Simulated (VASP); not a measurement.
# Ti: single point with PBE

Ti:

```
Ti
1.0
     2.93908    0.00000    0.00000
    -1.46954    2.54531    0.00000
     0.00000    0.00000    4.65599
Ti
2
Direct
  0.33333 0.66667 0.25000
  0.66667 0.33333 0.75000
```

```
Program                : VASP 6.6.1
Task                   : single point
Functional             : PBE
Potentials or basis    : VASP PAW PBE potentials, release 64 (Ti_sv)
Cutoff                 : 520 eV
k mesh                 : 12 × 12 × 7
Occupations            : methfessel-paxton, width 0.2 eV
Spin                   : no spin polarisation
Dipole correction      : no
Further INCAR settings : ALGO = Normal; EDIFF = 1e-06; NBANDS = 19
```

```json
{
  "Pressure": "-0.4 GPa",
  "Band gap on the k mesh": "zero (band 12 reaches 9.08 eV, above the bottom of band 13 at 8.01 eV)"
}
```

Stress tensor (GPa, compression positive):
```
-0.34  0.00  0.00
 0.00 -0.34  0.00
 0.00  0.00 -0.54
```

Levels at points of the mesh, in eV from the Fermi level:
| k point | band 8 | band 9 | band 10 | band 11 | band 12 | band 13 | band 14 | band 15 | band 16 | band 17 |
| --- | --- | --- | --- | --- | --- | --- | --- | --- | --- | --- |
| (0.00, 0.00, 0.00) | -32.73 | -6.22 | -2.70 | 0.75 | 0.76 | 0.76 | 0.87 | 1.25 | 1.25 | 1.60 |
| (0.50, 0.00, 0.00) | -32.80 | -2.36 | -2.16 | -1.85 | -0.64 | 0.47 | 0.61 | 1.16 | 3.31 | 3.54 |

Run time: 50 s on 1 thread of Intel(R) Xeon(R) Platinum 8175M CPU @ 2.50GHz (Skylake/Cascade Lake), with other jobs on the host, peak memory 0.18 GiB.
